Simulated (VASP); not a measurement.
Write the native input for VASP 6.6.1 that does the following.

```yaml
Task: single point
Functional: PBE
Potentials_or_basis: VASP PAW PBE potentials, release 64 (Ga_d, P)
Cutoff: 520 eV
k_mesh: 8 × 8 × 8
Occupations: gaussian, width 0.05 eV
Spin: no spin polarisation
Dipole_correction: no
Further_INCAR_settings: ALGO = Normal; EDIFF = 1e-06; NBANDS = 16
```

The structure of GaP lies in POSCAR:

```
GaP
1.0
    0.0000000000      2.7252500963      2.7252500963
    2.7252500963      0.0000000000      2.7252500963
    2.7252500963      2.7252500963      0.0000000000
Ga P
1 1
Direct
    0.0000000000      0.0000000000      0.0000000000
    0.7500000000      0.7500000000      0.7500000000
```

These files were run (other wordings do the same):

INCAR

```
ALGO = Normal
EDIFF = 1E-6
ENCUT = 520
GGA = PE
ISIF = 2
ISMEAR = 0
LASPH = T
LCHARG = T
LELF = T
LREAL = F
LVHAR = T
LWAVE = F
NBANDS = 16
NELM = 80
PREC = Accurate
SIGMA = 0.05
```

KPOINTS

```
k-points
0
Gamma
  8 8 8
```

Potentials or basis: VASP PAW PBE potentials, release 64 (Ga_d, P).

Run with:

```console
$ cat potpaw_PBE.64/Ga_d/POTCAR potpaw_PBE.64/P/POTCAR > POTCAR
$ mpirun -np 1 vasp_std > vasp.out
```

Results of the run:

The pressure is 2.4 GPa and the band gap on the k mesh is 1.64 eV (least direct gap 1.83 eV).

Run time: 15 s on 1 thread of AMD EPYC 7R13 Processor (Zen 3), on a shared host, peak memory 0.14 GiB.
